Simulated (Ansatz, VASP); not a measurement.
# One calculation of P, two programs

```
CELL_PARAMETERS angstrom
1.61411 -5.35348 0.00000
1.61411 5.35348 0.00000
0.00000 0.00000 4.45088
ATOMIC_POSITIONS crystal
P 0.90414 0.09586 0.58882
P 0.09586 0.90414 0.41118
P 0.59586 0.40414 0.08882
P 0.40414 0.59586 0.91118
```

Change from the starting cell: volume scaled by 0.94.

Alike in both runs: task single point; functional pbe exchange, lda correlation; k mesh 8 × 8 × 6; occupations fermi-dirac, width 0.15 eV; no spin polarisation.

|  | VASP | Ansatz |
| --- | --- | --- |
| version | VASP 6.6.1 | Ansatz 0.2.0 |
| potentials or method | VASP PAW PBE potentials, release 64 (P), cutoff 500 eV | all-electron LAPW, scalar-relativistic |

Ansatz gave:

| Item | Value |
| --- | --- |
| pressure (GPa) | 13.9 |
| traceless stress, the component that is largest in VASP (GPa) | 2.05 |
| rms of the force components (eV/Å) | 0.565 |

Q: Estimate VASP's values.

A: Pressure (GPa): 13.5; traceless stress, the component that is largest in VASP (GPa): 1.99; rms of the force components (eV/Å): 0.525.

VASP's potentials were made for PBE, not for pbe exchange, lda correlation. Atom by atom the forces differ by 0.040 eV/Å (rms over components). Ansatz ran all-electron here, and VASP with PAW potentials.
